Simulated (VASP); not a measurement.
BaTiO3: single point with PBEsol+U

The system is BaTiO3.

```
Ba Ti O
1.0
    -0.09159    0.02278   -3.96240
     3.88088    4.13178    0.06850
     3.92317   -4.17407    0.11386
Ba Ti O
2 2 6
Direct
  0.99749 0.00015 0.00043
  0.99982 0.49875 0.50109
  0.50075 0.49906 0.99785
  0.50366 0.99877 0.49738
  0.99896 0.49878 0.99824
  0.00194 0.99976 0.50212
  0.49413 0.25153 0.25251
  0.49937 0.75231 0.74826
  0.50326 0.25086 0.74969
  0.50062 0.75003 0.25243
```

```yaml
Program: VASP 6.6.1
Task: single point
Functional: PBEsol
Potentials_or_basis: VASP PAW PBE potentials, release 64 (Ba_sv, Ti_sv, O)
Cutoff: 520 eV
k_mesh: 7 × 5 × 5
Occupations: fermi-dirac, width 0.05 eV
Spin: no spin polarisation
Hubbard_terms: Ti d U = 1.0 eV
```

| Quantity | Value |
| --- | --- |
| Pressure | -0.7 GPa |
| Largest force | 0.258 eV/Å |
| Band gap on the k mesh | 1.63 eV |

Forces on the atoms (eV/Å):
```
Ba  -0.049  0.031 -0.073
Ba  -0.006  0.073 -0.023
Ti  -0.032 -0.005  0.018
Ti   0.111 -0.097  0.058
O    0.111  0.011 -0.022
O   -0.028  0.086  0.125
O   -0.124  0.069 -0.152
O    0.041 -0.255 -0.004
O    0.185 -0.039  0.076
O   -0.209  0.125 -0.002
```

Stress tensor (GPa, compression positive):
```
 4.45  1.23 -5.93
 1.23 -7.63  1.31
-5.93  1.31  0.95
```

Levels at points of the mesh, in eV from the valence-band top:
```csv
k point,band 38,band 39,band 40,band 41,band 42,band 43
"(0.00, 0.00, 0.00)",-0.25,-0.23,-0.03,1.63,1.78,1.84
```

Eigenvalues of the final occupation matrices:
```
    site  spin  trace               eigenvalues
site 3 d     1   0.85  0.12 0.12 0.13 0.23 0.26
site 3 d     2   0.85  0.12 0.12 0.13 0.23 0.26
site 4 d     1   0.86  0.12 0.12 0.13 0.23 0.26
site 4 d     2   0.86  0.12 0.12 0.13 0.23 0.26
```

Wall time 18 min on 1 thread of Oxide Virtual Turin-like Processor, with other jobs on the host, peak memory 0.53 GiB.

Caveat: the PAW data sets were made with another functional, which shifts forces and pressure a little; spin-orbit coupling is left out, which moves the levels of the heavy elements; an odd mesh through Γ misses points on the zone boundary, where band edges can lie.
